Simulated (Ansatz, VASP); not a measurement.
# GaB2: VASP beside Ansatz

```
Ga B
1.0
     3.52984    0.00000    0.00000
     0.00000    5.56636    0.00000
     0.00000    0.00000    3.56017
Ga B
2 4
Direct
  0.00000 0.00000 0.00000
  0.50000 0.50000 0.50000
  0.00002 0.36036 0.00000
  0.99998 0.63964 0.00000
  0.50002 0.13964 0.50000
  0.49998 0.86036 0.50000
```

Alike in both runs: functional PBE; k mesh 4 × 4 × 6; occupations gaussian, width 0.1 eV; no spin polarisation.

Ansatz relaxed the structure, and its values are those at the end. VASP's run is a single point on that final structure, the one shown.

|  | VASP | Ansatz |
| --- | --- | --- |
| version | VASP 6.6.1 | Ansatz 0.2.0 |
| potentials or method | VASP PAW PBE potentials, release 64 (Ga_d, B), cutoff 500 eV | scalar-relativistic, plane waves, PAW |
| valence electrons in the cell | 38 | 38 |

|  | VASP | Ansatz | Ansatz less VASP |
| --- | --- | --- | --- |
| gap on the k mesh at the Fermi level (eV) | none | none | - |
| pressure (GPa) | 0.0 | 0.0 | 0.00 |
| rms of the force components (eV/Å) | 0.011 | 0.001 | -0.0102 |

A gap of «none» marks a metal or a gap that the smearing closes. With one functional, cell and mesh, what is left measures potentials, basis and numerics.

The k mesh is coarse, so the values compare programs but aren't converged.
